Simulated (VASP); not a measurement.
# Hg (Cmce) in VASP: single point with PBEsol

Aim: the single point of Hg with PBEsol.

Everything below comes from runs of VASP 6.6.1. Logs are shortened: lines on timing, memory, paths and dates and some standing lists are left out, and cuts for length are marked.

## 1. The cell of the first run

Symmetry: Cmce, No. 64, orthorhombic system. Conventional cell: a = 5.268 Å, b = 11.310 Å, c = 3.213 Å, α = 90.00°, β = 90.00°, γ = 90.00°. Within 3.9 Å of Hg (site symmetry m) lie 11 Hg at 2.94 to 3.79 Å.

## 2. Single point, PBEsol (strained)

Contents of INCAR:

```
SYSTEM = Hg
  PREC = Accurate
  ENCUT = 520
  EDIFF = 1E-6
  ISMEAR = 0
  SIGMA = 0.1
  LREAL = .False.
  LASPH = .True.
  NELM = 100
  ALGO = Fast
  ISIF = 2
  LWAVE = .False.
  LCHARG = .False.
  GGA = PS
  NBANDS = 32
```

Contents of KPOINTS:

```
regular mesh
0
Gamma
  8 8 12
  0 0 0
```

Contents of POSCAR:

```
Hg
1.0
    2.6338135130     -5.6547779458      0.0000000000
    2.6338135130      5.6547779458      0.0000000000
    0.0000000000      0.0000000000      3.2125295951
Hg
4
Direct
    0.3701913650      0.6298086350      0.4714515861
    0.8701913650      0.1298086350      1.0285484139
    0.1298086350      0.8701913650     -0.0285484139
    0.6298086350      0.3701913650      0.5285484139
```

Potentials or basis: VASP PAW PBE potentials, release 64 (Hg).

On the command line:

```
$ cat potpaw_PBE.64/Hg/POTCAR > POTCAR
$ mpirun -np 1 vasp_std > vasp.out
```

OUTCAR:

```text
SYSTEM = Hg
   PREC = Accurate
   ENCUT = 520
   EDIFF = 1E-6
   ISMEAR = 0
   LREAL = .False.
   LASPH = .True.
   NELM = 100
   ISIF = 2
   GGA = PS

 ion  position               nearest neighbor table
   1  0.370  0.630  0.471-   4 2.94   2 2.99   2 2.99   3 3.16   3 3.16   2 3.18   2 3.18   4 3.79
                             4 3.79
   2  0.870  0.130  0.029-   3 2.94   1 2.99   1 2.99   4 3.16   4 3.16   1 3.18   1 3.18   3 3.79
                             3 3.79
   3  0.130  0.870  0.971-   2 2.94   4 2.99   4 2.99   1 3.16   1 3.16   4 3.18   4 3.18   2 3.79
                             2 3.79
   4  0.630  0.370  0.529-   1 2.94   3 2.99   3 2.99   2 3.16   2 3.16   3 3.18   3 3.18   1 3.79
                             1 3.79

  LATTYP: Found a base centered orthorhombic cell.
 ALAT       =     5.2676270260
 B/A-ratio  =     2.1469925330
 C/A-ratio  =     0.6098627673

  Lattice vectors:

 A1 = (   2.6338135130,  -5.6547779458,   0.0000000000)
 A2 = (   2.6338135130,   5.6547779458,   0.0000000000)
 A3 = (   0.0000000000,   0.0000000000,   3.2125295951)

Analysis of symmetry for initial positions (statically):
=====================================================================
 Subroutine PRICEL returns:
 Original cell was already a primitive cell.

 Routine SETGRP: Setting up the symmetry group for a
 base centered orthorhombic supercell.

 Subroutine GETGRP returns: Found  8 space group operations
 (whereof  4 operations were pure point group operations)
 out of a pool of  8 trial point group operations.

The static configuration has the point symmetry C_2h.
 The point group associated with its full space group is D_2h.

Analysis of symmetry for dynamics (positions and initial velocities):
=====================================================================
 Subroutine PRICEL returns:
 Original cell was already a primitive cell.

 Routine SETGRP: Setting up the symmetry group for a
 base centered orthorhombic supercell.

 Subroutine GETGRP returns: Found  8 space group operations
 (whereof  4 operations were pure point group operations)
 out of a pool of  8 trial point group operations.

The dynamic configuration has the point symmetry C_2h.
 The point group associated with its full space group is D_2h.

 Subroutine INISYM returns: Found  8 space group operations
 (whereof  4 operations are pure point group operations),
 and found     1 'primitive' translations

----------------------------------------------------------------------------------------

                                     Primitive cell

  volume of cell :      95.6925

  direct lattice vectors                    reciprocal lattice vectors
     2.633813513 -5.654777946  0.000000000     0.189838801 -0.088420802  0.000000000
     2.633813513  5.654777946  0.000000000     0.189838801  0.088420802  0.000000000
     0.000000000  0.000000000  3.212529595     0.000000000  0.000000000  0.311281179

  length of vectors
     6.238067588  6.238067588  3.212529595     0.209420650  0.209420650  0.311281179

  position of ions in fractional coordinates (direct lattice)
     0.370191365  0.629808635  0.471451586
     0.870191365  0.129808635  0.028548414
     0.129808635  0.870191365  0.971451586
     0.629808635  0.370191365  0.528548414

  ion indices of the primitive-cell ions
   primitive index   ion index
                 1           1
                 2           2
                 3           3
                 4           4

----------------------------------------------------------------------------------------

 KPOINTS: regular mesh

Automatic generation of k-mesh.
 Grid dimensions read from file:
 generate k-points for:    8    8   12

 Generating k-lattice:

  Cartesian coordinates                     Fractional coordinates (reciprocal lattice)
     0.023729850 -0.011052600  0.000000000     0.125000000  0.000000000  0.000000000
     0.023729850  0.011052600  0.000000000     0.000000000  0.125000000  0.000000000
     0.000000000  0.000000000  0.025940098     0.000000000  0.000000000  0.083333333

  Length of vectors
     0.026177581  0.026177581  0.025940098

  Shift w.r.t. Gamma in fractional coordinates (k-lattice)
     0.000000000  0.000000000  0.000000000

 Subroutine IBZKPT returns following result:
 ===========================================

 Found    147 irreducible k-points:

 Following reciprocal coordinates:
            Coordinates               Weight
  0.000000  0.000000  0.000000      1.000000
  0.125000 -0.000000  0.000000      4.000000
  0.250000 -0.000000  0.000000      4.000000
  0.375000  0.000000  0.000000      4.000000
  0.500000 -0.000000  0.000000      2.000000
  0.125000  0.125000  0.000000      2.000000
[... 16 lines left out ...]
  0.125000 -0.000000  0.083333      8.000000
  0.250000 -0.000000  0.083333      8.000000
 [... further k-points ...]
   k-points           NKPTS =    147   k-points in BZ     NKDIM =    147   number of bands    NBANDS=     32
   number of dos      NEDOS =    301   number of ions     NIONS =      4
   total plane-waves  NPLWV =  55296
   dimension x,y,z NGX =    48 NGY =   48 NGZ =   24
   dimension x,y,z NGXF=    96 NGYF=   96 NGZF=   48
   ions per type =               4
   NGX,Y,Z   is equivalent  to a cutoff of  12.79, 12.79, 12.42 a.u.
   NGXF,Y,Z  is equivalent  to a cutoff of  25.58, 25.58, 24.84 a.u.
 SYSTEM =  Hg
   PREC   = accura    normal or accurate (medium, high low for compatibility)
   ISTART =      0    job   : 0-new  1-cont  2-samecut
   ICHARG =      2    charge: 1-file 2-atom 10-const
   ISPIN  =      1    spin polarized calculation?
   LNONCOLLINEAR =      F non collinear calculations
   LSORBIT =      F    spin-orbit coupling
   LASPH  =      T    aspherical Exc in radial PAW
   ENCUT  =  520.0 eV  38.22 Ry    6.18 a.u.  11.60 11.60  5.97*2*pi/ulx,y,z
   NELM   =    100;   NELMIN=  2; NELMDL= -5     # of ELM steps
   EDIFF  = 0.1E-05   stopping-criterion for ELM
   LREAL  =      F    real-space projection
   EDIFFG = 0.1E-04   stopping-criterion for IOM
   NSW    =      0    number of steps for IOM
   IBRION =     -1    ionic relax: 0-MD 1-quasi-New 2-CG
   NFREE  =      0    steps in history (QN), initial steepest desc. (CG)
   ISIF   =      2    stress and relaxation
   ISYM   =      2    0-nonsym 1-usesym 2-fastsym
   POTIM  = 0.5000    time-step for ionic-motion
   TEBEG  =    0.0;   TEEND  =   0.0 temperature during run
   PSTRESS=    0.0 pullay stress
   NELECT =      48.0000    total number of electrons
   NUPDOWN=      -1.0000    fix difference up-down
   EMIN   =  10.00;   EMAX   =-10.00  energy-range for DOS
   EFERMI =   0.00;   METHOD = LEGACY
   ISMEAR =     0;   SIGMA  =   0.10  broadening in eV -4-tet -1-fermi 0-gaus
   EFERMI_NEDOS =   21; number of points for ismear=-14 and -15
   IALGO  =     68    algorithm
   IMIX   =      4    mixing-type and parameters
     AMIX     =   0.40;   BMIX     =  1.00
     AMIX_MAG =   1.60;   BMIX_MAG =  1.00
  volume/ion in A,a.u.               =      23.92       161.44
  Fermi-wavevector in a.u.,A,eV,Ry     =   1.300757  2.458073 23.020615  1.691967
  Thomas-Fermi vector in A             =   2.431935
   LORBIT       =      0    0 simple, 1 ext, 2 COOP (PROOUT), +10 PAW based schemes
   GGA     = PS    functional components
   LHFCALC =     F    Hartree Fock is set to
   AEXX    =    0.0000 exact exchange contribution
   IVDW    =     0    specifies the selected vdW correction
   LEPSILON=     F    determine dielectric tensor
   LRPA    =     F    only Hartree local field effects (RPA)
 non-spin polarized calculation
 RMM-DIIS sequential band-by-band and
 Gauss-broadening in eV      SIGMA  =   0.10
  energy-cutoff  :      520.00
  volume of cell :       95.69
 maximum number of plane-waves:      2604
 NGX is ok and might be reduce to    48
   NGX = 23   NGY = 23   NGZ = 11

 number of electron      47.9999993 magnetization

 Free energy of the ion-electron system (eV)
  ---------------------------------------------------
  ext. energy  EPLUGINS =         0.00000000
  ---------------------------------------------------
  free energy    TOTEN  =        -2.22324153 eV

  energy without entropy =       -2.21820423  energy(sigma->0) =       -2.22072288

 E-fermi :   2.4893     XC(G=0): -10.9460

 val. band max:        2.4363491026   @ k =  -0.3750   0.2500   0.3333
 cond. band min:       2.4931966178   @ k =  -0.1250   0.1250   0.3333
 fundamental gap:      0.0568475152
 Fermi energy:         2.4892671023

 k-point     1 :       0.0000    0.0000    0.0000
  band No.  band energies     occupation
      1      -6.6230      2.00000
      2      -5.5807      2.00000
      3      -5.4957      2.00000
      4      -5.3065      2.00000
      5      -5.2633      2.00000
      6      -4.8839      2.00000
[... 24 lines left out ...]
     31      14.0375      0.00000
     32      14.0906      0.00000

 k-point     2 :       0.1250   -0.0000    0.0000
  band No.  band energies     occupation
      1      -6.5003      2.00000
      2      -5.5180      2.00000
      3      -5.4694      2.00000
      4      -5.2665      2.00000
      5      -5.2550      2.00000
      6      -4.9417      2.00000
[... 24 lines left out ...]
     31      13.8905      0.00000
     32      14.2078      0.00000

 k-point     3 :       0.2500   -0.0000    0.0000
  band No.  band energies     occupation
      1      -6.1477      2.00000
      2      -5.3932      2.00000
      3      -5.3698      2.00000
      4      -5.2319      2.00000
      5      -5.1271      2.00000
      6      -4.9638      2.00000
[... 24 lines left out ...]
     31      13.3992      0.00000
     32      13.8454      0.00000

 k-point     4 :       0.3750    0.0000    0.0000
  band No.  band energies     occupation
      1      -5.6545      2.00000
      2      -5.2839      2.00000
      3      -5.2219      2.00000
      4      -5.2172      2.00000
      5      -4.9023      2.00000
      6      -4.8939      2.00000
[... 654 lines left out ...]
     31      13.1199      0.00000
     32      14.1741      0.00000

 k-point    23 :       0.1250   -0.0000    0.0833
  band No.  band energies     occupation
      1      -6.3847      2.00000
      2      -5.4437      2.00000
      3      -5.3957      2.00000
      4      -5.2487      2.00000
      5      -5.1733      2.00000
      6      -4.9263      2.00000
[... 24 lines left out ...]
     31      13.0527      0.00000
     32      13.8947      0.00000

 k-point    24 :       0.2500   -0.0000    0.0833
  band No.  band energies     occupation
      1      -6.0429      2.00000
      2      -5.3263      2.00000
      3      -5.3125      2.00000
      4      -5.1562      2.00000
      5      -5.1079      2.00000
      6      -4.9592      2.00000
[... 24 lines left out ...]
     31      12.8493      0.00000
     32      13.1267      0.00000

 [... further k-points ...]
[... 5 lines left out ...]
  --------------------------------------------------------------------------------------
  -------------------------------------------------------------------------------------
  Total        0.6839937      0.4636959      0.0657407      0.0000000      0.0000000      0.0000000
  in kB       11.4520964      7.7636529      1.1006956      0.0000000      0.0000000      0.0000000
  external PRESSURE =       6.7721483 kB  Pullay stress =       0.0000000 kB

 VOLUME and BASIS-vectors are now :
 -----------------------------------------------------------------------------
  energy-cutoff  :      520.00
  volume of cell :       95.69
      direct lattice vectors                 reciprocal lattice vectors
     2.633813513 -5.654777946  0.000000000     0.189838801 -0.088420802  0.000000000
     2.633813513  5.654777946  0.000000000     0.189838801  0.088420802  0.000000000
     0.000000000  0.000000000  3.212529595     0.000000000  0.000000000  0.311281179

 POSITION                                       TOTAL-FORCE (eV/Angst)
 -----------------------------------------------------------------------------------
      2.63381      1.46808      1.51455         0.000000     -0.021187      0.078799
      2.63381     -4.18670      0.09171         0.000000     -0.021187     -0.078799
      2.63381      4.18670      3.12082         0.000000      0.021187      0.078799
      2.63381     -1.46808      1.69798         0.000000      0.021187     -0.078799
 -----------------------------------------------------------------------------------
    total drift:                                0.000000     -0.000000     -0.000000

  FREE ENERGIE OF THE ION-ELECTRON SYSTEM (eV)
  ---------------------------------------------------
  free  energy   TOTEN  =        -2.2232415327 eV

  energy  without entropy=       -2.2182042276  energy(sigma->0) =       -2.22072288
```

Wall time 3.8 min (1 thread of Intel Xeon Platinum 8375C at 2.90GHz (Ice Lake), shared host); peak memory 0.45 GiB.

Results:

```yaml
Free_energy: -2.2232 eV
Pressure: 0.7 GPa
Largest_force: 0.082 eV/Å
Band_gap_on_the_k_mesh: zero (band 24 reaches 3.55 eV, above the bottom of band 25 at 1.08 eV)
```

Forces in eV/Å, atoms in the order of the input:
```
Hg   0.000 -0.021  0.079
Hg   0.000 -0.021 -0.079
Hg   0.000  0.021  0.079
Hg   0.000  0.021 -0.079
```

Caveat: the cell differs from its parent crystal (strained); the PAW data sets were made with another functional, which shifts forces and pressure a little; spin-orbit coupling is left out, which moves the levels of the heavy elements.
